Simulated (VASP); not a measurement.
**LiCl: vibrations by perturbation theory with PBEsol**

Crystal: LiCl.

```
CELL_PARAMETERS angstrom
0.00000 2.71945 2.71945
2.71945 0.00000 2.71945
2.71945 2.71945 0.00000
ATOMIC_POSITIONS crystal
Li 0.00000 0.00000 0.00000
Cl 0.25000 0.25000 0.25000
```

| Property | Result |
| --- | --- |
| Program | VASP 6.6.1 |
| Task | vibrations by perturbation theory |
| Functional | PBEsol |
| Potentials or basis | VASP PAW PBE potentials, release 64 (Li_sv, Cl) |
| Cutoff | 520 eV |
| k mesh | 6 × 6 × 6 |
| Occupations | gaussian, width 0.01 eV |
| Spin | no spin polarisation |
| Dipole correction | no |
| Further INCAR settings | ALGO = Normal; EDIFF = 1e-08; IBRION = 8; NSW = 1 |

```
Electronic dielectric tensor (diagonal)                 : 2.54
Born charges (mean of the diagonal)                     : Li +1.01; Cl -1.01 e
Highest phonon frequency at Γ, LO-TO splitting left out : 326 cm⁻¹
```

Phonon frequencies in cm⁻¹ (negative: imaginary):
| q point | frequencies |
| --- | --- |
| (0.000, 0.000, 0.000) | -1 -1 -1 326 326 326 |

Electronic dielectric tensor:
```
2.54 0.00 0.00
0.00 2.54 0.00
0.00 0.00 2.54
```

Born effective charge tensors (e):
atom 1, Li
```
1.01 0.00 0.00
0.00 1.01 0.00
0.00 0.00 1.01
```
atom 2, Cl
```
-1.01  0.00  0.00
 0.00 -1.01  0.00
 0.00  0.00 -1.01
```

Run time: 6.7 min on 1 thread of Intel Xeon 8259CL, on a shared host, peak memory 0.21 GiB.
